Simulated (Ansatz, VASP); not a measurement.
# Two plane-wave programs on SiC

```
CELL_PARAMETERS angstrom
3.07520 0.00000 0.00000
-1.53760 2.66320 0.00000
0.00000 0.00000 5.04817
ATOMIC_POSITIONS crystal
Si 0.33333 0.66667 0.00460
Si 0.66667 0.33333 0.50460
C 0.40587 0.71977 0.36059
C 0.66667 0.33333 0.88040
```

Alike in both runs: task single point; functional r2SCAN; k mesh 12 × 12 × 6; occupations gaussian, width 0.05 eV; no spin polarisation.

|  | VASP | Ansatz |
| --- | --- | --- |
| version | VASP 6.6.1 | Ansatz 0.2.0 |
| potentials or method | VASP PAW PBE potentials, release 64 (Si, C), cutoff 520 eV | scalar-relativistic, plane waves, PAW |
| valence electrons in the cell | 16 | 16 |

VASP gave:

```
gap on the k mesh at the Fermi level (eV)                     : 1.82
least direct gap on the mesh (eV)                             : 4.19
pressure (GPa)                                                : 2.4
traceless stress, the component that is largest in VASP (GPa) : -5.16
rms of the force components (eV/Å)                            : 1.256
```

Problem. Which values does Ansatz return?

Solution. gap on the k mesh at the Fermi level (eV): 1.82; least direct gap on the mesh (eV): 4.19; pressure (GPa): 2.6; traceless stress, the component that is largest in VASP (GPa): -5.16; rms of the force components (eV/Å): 1.257.

VASP's potentials were made for PBE, not for r2SCAN. Atom by atom the forces differ by 0.003 eV/Å (rms over components).
